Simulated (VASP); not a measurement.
A run of VASP 6.6.1 is set up as follows.

The input INCAR:

```
PREC = Accurate ; ENCUT = 520
EDIFF = 1E-7 ; ISMEAR = 0
SIGMA = 0.1 ; LREAL = Auto
LASPH = True ; NELM = 100
ALGO = Normal ; ISIF = 2
LWAVE = False ; LCHARG = False
LDIPOL = True ; IDIPOL = 3
DIPOL = 0.5 0.5 0.308 ; GGA = PE
NBANDS = 36
```

File KPOINTS:

```
Automatic mesh
0
Gamma
  6 6 1
```

Contents of POSCAR:

```
Be16CO
1.0
    4.5254381410      0.0000000000      0.0000000000
   -2.2627190705      3.9191443934      0.0000000000
    0.0000000000      0.0000000000     23.4761687145
Be C O
16 1 1
Direct
    0.3333333333      0.1666666667      0.1703855535
    0.3333333333      0.6666666667      0.1703855535
    0.8333333333      0.1666666667      0.1703855535
    0.8333333333      0.6666666667      0.1703855535
    0.1666666667      0.3333333333      0.2463521558
    0.1666666667      0.8333333333      0.2463521558
    0.6666666667      0.3333333333      0.2463521558
    0.6666666667      0.8333333333      0.2463521558
    0.3333333333      0.1666666667      0.3241941575
    0.3333333333      0.6666666667      0.3241941575
    0.8333333333      0.1666666667      0.3241941575
    0.8333333333      0.6666666667      0.3241941575
    0.1666666667      0.3333333333      0.4036505628
    0.1666666667      0.8333333333      0.4036505628
    0.6666666667      0.3333333333      0.4036505628
    0.6666666667      0.8333333333      0.4036505628
    0.1666666667      0.3333333333      0.4641374343
    0.2713124495      0.2286875505      0.4990768606
```

Potentials or basis: VASP PAW PBE potentials, release 64 (Be, C, O).

Command:

```console
$ cat potpaw_PBE.64/Be/POTCAR potpaw_PBE.64/C/POTCAR potpaw_PBE.64/O/POTCAR > POTCAR
$ mpirun -np 1 vasp_std > vasp.out
```

Question: What does it give for the largest force?

Answer: 7.452 eV/Å.

Question: Estimate the band gap on the k mesh.

Answer: Zero (band 21 reaches -0.89 eV, above the bottom of band 22 at -2.08 eV).

Forces on the atoms (eV/Å):
```
Be  -0.044  0.025 -0.137
Be  -0.029 -0.066 -0.130
Be   0.042  0.058 -0.130
Be   0.022 -0.013 -0.120
Be   0.000  0.000  0.500
Be  -0.051 -0.030  0.253
Be   0.001  0.059  0.253
Be   0.060 -0.035  0.153
Be   0.139 -0.080  0.017
Be  -0.029  0.141  0.059
Be  -0.137 -0.045  0.059
Be  -0.015  0.009 -0.086
Be  -1.029  0.594 -7.357
Be  -0.152  0.022 -0.653
Be  -0.095  0.121 -0.653
Be   0.039 -0.022 -0.474
C    1.561 -0.901  4.182
O   -0.283  0.163  4.262
```
